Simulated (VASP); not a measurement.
# Al12C in VASP: a series of runs, part 2 of 2

VASP 6.6.1. Earlier steps stand in the parts before.

## (4) Single point, PBE

File INCAR:

```
SYSTEM = Al12C
ALGO = Normal ; DIPOL = 0.5 0.5 0.326
EDIFF = 1E-7 ; ENCUT = 520
GGA = PE ; IDIPOL = 3
ISIF = 2 ; ISMEAR = 0
LASPH = .True. ; LCHARG = .False.
LDIPOL = .True. ; LREAL = .False.
LWAVE = .False. ; NBANDS = 32
NELM = 80 ; PREC = Accurate
SIGMA = 0.1
```

File KPOINTS:

```
k-points
0
Gamma
  6 6 1
  0 0 0
```

File POSCAR:

```
Al12C
1.0
    5.7135165837      0.0000000000      0.0000000000
   -2.8567582918      4.9480505064      0.0000000000
    0.0000000000      0.0000000000     20.1013782189
Al C
12 1
Direct
    0.3333333333      0.1666666667      0.1989913307
    0.3333333333      0.6666666667      0.1989913307
    0.8333333333      0.1666666667      0.1989913307
    0.8333333333      0.6666666667      0.1989913307
    0.1666666667      0.3333333333      0.3134471524
    0.1666666667      0.8333333333      0.3134471524
    0.6666666667      0.3333333333      0.3134471524
    0.6666666667      0.8333333333      0.3134471524
    0.0000000000      0.0000000000      0.4278999243
    0.0000000000      0.5000000000      0.4278999243
    0.5000000000      0.0000000000      0.4278999243
    0.5000000000      0.5000000000      0.4278999243
    0.3333333333      0.1666666667      0.4778085074
```

On the command line:

```sh
$ cat potpaw_PBE.64/Al/POTCAR potpaw_PBE.64/C/POTCAR > POTCAR
$ mpirun -np 1 vasp_std > vasp.out
```

Run time: 2.7 min. Hardware: 1 thread of Intel Xeon 6975P-C (Granite Rapids), shared host; peak memory 0.58 GiB.

It converged, with:

| Quantity | Value |
| --- | --- |
| Free energy | -49.2498 eV |
| Largest force | 0.588 eV/Å |
| Band gap on the k mesh | zero (bands 20 and 21 overlap by 0.26 eV) |

Forces on the atoms (eV/Å):
```
Al   0.000  0.000 -0.183
Al   0.007  0.004 -0.125
Al   0.000 -0.008 -0.125
Al  -0.007  0.004 -0.125
Al  -0.024  0.014 -0.134
Al   0.000 -0.027 -0.134
Al   0.024  0.014 -0.134
Al   0.000  0.000 -0.005
Al  -0.404 -0.233  0.359
Al   0.000  0.000 -0.156
Al   0.404 -0.233  0.359
Al   0.000  0.466  0.359
C    0.000  0.000  0.042
```

Levels at points of the mesh, in eV from the Fermi level:
```tsv
k point	band 18	band 19	band 20	band 21	band 22	band 23
(0.00, 0.00, 0.00)	-1.62	-1.62	-0.58	-0.20	-0.20	-0.06
(0.50, 0.00, 0.00)	-0.36	-0.27	-0.14	0.08	0.70	1.05
```

## (5) Relaxation of the atoms, PBE

File INCAR:

```
SYSTEM = Al12C
  PREC = Accurate
  ENCUT = 520
  EDIFF = 1E-6
  ISMEAR = 0
  SIGMA = 0.1
  LREAL = .FALSE.
  LASPH = .TRUE.
  NELM = 60
  ALGO = Normal
  ISIF = 2
  LWAVE = .FALSE.
  LCHARG = .FALSE.
  LDIPOL = .TRUE.
  IDIPOL = 3
  DIPOL = 0.5 0.5 0.330
  GGA = PE
  IBRION = 2
  NSW = 36
  EDIFFG = -0.025
```

File KPOINTS:

```
regular mesh
0
G
  6 6 1
  0 0 0
```

File POSCAR:

```
Al12C
1.0
    5.7135165837      0.0000000000      0.0000000000
   -2.8567582918      4.9480505064      0.0000000000
    0.0000000000      0.0000000000     20.1013782189
Al C
12 1
Selective dynamics
Direct
    0.3333333333      0.1666666667      0.1989913307  F F F
    0.3333333333      0.6666666667      0.1989913307  F F F
    0.8333333333      0.1666666667      0.1989913307  F F F
    0.8333333333      0.6666666667      0.1989913307  F F F
    0.1666666667      0.3333333333      0.3134471524  F F F
    0.1666666667      0.8333333333      0.3134471524  F F F
    0.6666666667      0.3333333333      0.3134471524  F F F
    0.6666666667      0.8333333333      0.3134471524  F F F
    0.0000000000      0.0000000000      0.4278999243  F F F
    0.0000000000      0.5000000000      0.4278999243  F F F
    0.5000000000      0.0000000000      0.4278999243  F F F
    0.5000000000      0.5000000000      0.4278999243  F F F
    0.0000000000      0.0000000000      0.5264006330  F F T
```

Potentials or basis: VASP PAW PBE potentials, release 64 (Al, C).

On the command line:

```sh
$ cat potpaw_PBE.64/Al/POTCAR potpaw_PBE.64/C/POTCAR > POTCAR
$ mpirun -np 1 vasp_std > vasp.out
```

OUTCAR:

```text
SYSTEM = Al12C
   PREC = Accurate
   ENCUT = 520
   EDIFF = 1E-6
   ISMEAR = 0
   LREAL = .FALSE.
   LASPH = .TRUE.
   NELM = 60
   ISIF = 2
   GGA = PE
   IBRION = 2
   NSW = 36
   EDIFFG = -0.025

 ion  position               nearest neighbor table
   1  0.333  0.167  0.199-   5 2.83   6 2.83   7 2.83   2 2.86   2 2.86   3 2.86   3 2.86   4 2.86
                             4 2.86
   2  0.333  0.667  0.199-   6 2.83   5 2.83   8 2.83   1 2.86   1 2.86   4 2.86   4 2.86   3 2.86
                             3 2.86
   3  0.833  0.167  0.199-   7 2.83   8 2.83   5 2.83   4 2.86   4 2.86   1 2.86   1 2.86   2 2.86
                             2 2.86
   4  0.833  0.667  0.199-   8 2.83   7 2.83   6 2.83   3 2.86   3 2.86   2 2.86   2 2.86   1 2.86
                             1 2.86
   5  0.167  0.333  0.313-   9 2.83  12 2.83  10 2.83   1 2.83   2 2.83   3 2.83   6 2.86   6 2.86
                             7 2.86   7 2.86   8 2.86   8 2.86
   6  0.167  0.833  0.313-  10 2.83  11 2.83   9 2.83   2 2.83   1 2.83   4 2.83   5 2.86   5 2.86
[... 330 lines left out ...]
 fundamental gap:      0.1987886678
 Fermi energy:        -0.1333030234

 k-point     1 :       0.0000    0.0000    0.0000
  band No.  band energies     occupation
      1     -10.9039      2.00000
      2      -9.8254      2.00000
      3      -8.5646      2.00000
      4      -6.0155      2.00000
      5      -4.9574      2.00000
      6      -4.9574      2.00000
[... 199 lines left out ...]
     26       2.1742      0.00000
     27       2.4526      0.00000

------------------------ aborting loop because EDIFF is reached ----------------------------------------

 vacuum level on the upper side and lower side of the slab       (xc-potential included)         0.767        -1.161

  FORCE on cell =-STRESS in cart. coord.  units (eV):
  Direction    XX          YY          ZZ          XY          YZ          ZX
  --------------------------------------------------------------------------------------
  -------------------------------------------------------------------------------------
  Total       -3.5634038     -3.5634038      0.8436271     -0.0000000      0.0000000     -0.0000000
  in kB      -10.0464394    -10.0464394      2.3784698     -0.0000000      0.0000000     -0.0000000
  external PRESSURE =      -5.9048030 kB  Pullay stress =       0.0000000 kB
[... 28 lines left out ...]
  FREE ENERGIE OF THE ION-ELECTRON SYSTEM (eV)
  ---------------------------------------------------
  free  energy   TOTEN  =       -46.1129035626 eV

  energy  without entropy=      -46.0741718299  energy(sigma->0) =      -46.09353770

 reached required accuracy - stopping structural energy minimisation

 vacuum level on the upper side and lower side of the slab         5.533         3.554
```

Wall time 4.6 min (1 thread of Intel Xeon Platinum 8488C (Sapphire Rapids), shared host); peak memory 0.67 GiB.

Results:

* Free energy: -46.1129 eV
* Energy gained by relaxing: 4.0 meV/atom
* Ionic steps: 3
* Band gap on the k mesh: zero (bands 20 and 21 overlap by 0.64 eV)

The path:
| step | energy change (eV) | largest force on free atoms (eV/Å) | pressure (GPa) |
| --- | --- | --- | --- |
| 1 | 0.0000 | 1.1632 | -0.79 |
| 2 | -0.0460 | 0.4444 | -0.67 |
| 3 | -0.0524 | 0.0080 | -0.59 |

Final structure:
```
Al C
1.0
     5.71352    0.00000    0.00000
    -2.85676    4.94805    0.00000
     0.00000    0.00000   20.10138
Al C
12 1
Direct
  0.33333 0.16667 0.19899
  0.33333 0.66667 0.19899
  0.83333 0.16667 0.19899
  0.83333 0.66667 0.19899
  0.16667 0.33333 0.31345
  0.16667 0.83333 0.31345
  0.66667 0.33333 0.31345
  0.66667 0.83333 0.31345
  0.00000 0.00000 0.42790
  0.00000 0.50000 0.42790
  0.50000 0.00000 0.42790
  0.50000 0.50000 0.42790
  0.00000 0.00000 0.52217
```

Levels at points of the mesh, in eV from the Fermi level:
| k point | band 18 | band 19 | band 20 | band 21 | band 22 | band 23 |
| --- | --- | --- | --- | --- | --- | --- |
| (0.00, 0.00, 0.00) | -1.06 | -0.90 | -0.90 | -0.37 | -0.37 | -0.31 |
| (0.50, 0.00, 0.00) | -0.53 | -0.37 | 0.01 | 0.16 | 0.23 | 0.86 |

## (6) Overview

```tsv
task	cell	gap on the mesh (eV)	largest force (eV/Å)
single point	a = 5.714, b = 5.714, c = 20.101 Å, angles 90.0, 90.0, 120.0°, 13 atoms, atomic positions A	none	0.99
single point	a = 5.714, b = 5.714, c = 20.101 Å, angles 90.0, 90.0, 120.0°, 13 atoms, atomic positions B	none	1.06
single point	a = 5.714, b = 5.714, c = 20.101 Å, angles 90.0, 90.0, 120.0°, 13 atoms, atomic positions C	none	0.59
relaxation of the atoms	atoms relaxed from a = 5.714, b = 5.714, c = 20.101 Å, angles 90.0, 90.0, 120.0°, 13 atoms, atomic positions D	none	-
```

Alike in all rows: level PBE; potentials or basis VASP PAW PBE potentials, release 64 (Al, C); no spin polarisation; k mesh 6 × 6 × 1; cutoff (eV) 520; smearing gaussian 0.1 eV.

Absolute energies hang on the potentials; compare differences alone.
